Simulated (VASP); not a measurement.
Runs of VASP 6.6.1 on CuI. Symmetry: P-3m1, No. 164, trigonal system. Conventional cell: a = 4.129 Å, b = 4.129 Å, c = 7.478 Å, α = 90.00°, β = 90.00°, γ = 120.00°. Within 3.4 Å of Cu (site symmetry 3m) lie 4 I at 2.58 to 2.68 Å and 3 Cu at 2.74 Å. Within 3.4 Å of I (site symmetry 3m) lie 4 Cu at 2.58 to 2.68 Å. 

| k mesh | gap on the mesh (eV) | pressure (GPa) | largest force (eV/Å) |
| --- | --- | --- | --- |
| 6 × 6 × 3 | 1.57 | -1.6 | 0.21 |
| 3 × 3 × 2 | 1.57 | -0.9 | 0.19 |
| 2 × 2 × 1 | 1.57 | (b) | 0.21 |
| 5 × 5 × 3 | 1.57 | (a) | 0.21 |

Alike in all rows: task single point; level PBEsol; potentials or basis VASP PAW PBE potentials, release 64 (Cu, I); no spin polarisation; cell as given; cutoff (eV) 520; smearing gaussian 0.01 eV.

Problem. Estimate the missing entries.

Solution. (a) -1.5; (b) 1.2.

Caveats: some runs use coarse meshes; the PAW data sets were made with another functional, which shifts forces and pressure a little; spin-orbit coupling is left out, which moves the levels of the heavy elements; this functional lacks dispersion, which binds the layers, so the pressure and a relaxed spacing across them are unreliable.

A k mesh can miss the band edges, and the runs leave out spin-orbit coupling on I.
